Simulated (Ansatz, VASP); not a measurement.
## C in VASP and in Ansatz

```
C
1.0
     1.25873    0.72673    3.43069
    -1.25873    0.72673    3.43069
     0.00000   -1.45345    3.43069
C
2
Direct
  0.16400 0.16400 0.16400
  0.83600 0.83600 0.83600
```

Change from the starting cell: strain +0.025 along x and y, +0.025 along z, atoms carried along.

Alike in both runs: task single point; functional LDA; k mesh 12 × 12 × 12; occupations gaussian, width 0.05 eV; no spin polarisation.

|  | VASP | Ansatz |
| --- | --- | --- |
| version | VASP 6.6.1 | Ansatz 0.2.0 |
| potentials or method | VASP PAW LDA potentials, release 64 (C), cutoff 520 eV | scalar-relativistic, plane waves, PAW |
| valence electrons in the cell | 8 | 8 |

```csv
,VASP,Ansatz,Ansatz less VASP
gap on the k mesh at the Fermi level (eV),0.69,0.69,-0.002
least direct gap on the mesh (eV),0.69,0.69,-0.002
pressure (GPa),-21.4,-22.1,-0.71
"traceless stress, the component that is largest in VASP (GPa)",19.91,20.74,+0.834
rms of the force components (eV/Å),0.531,0.535,+0.0032
```

LDA's correlation is that of Perdew and Zunger in VASP and of Perdew and Wang (1992) in Ansatz. Atom by atom the forces differ by 0.003 eV/Å (rms over components).
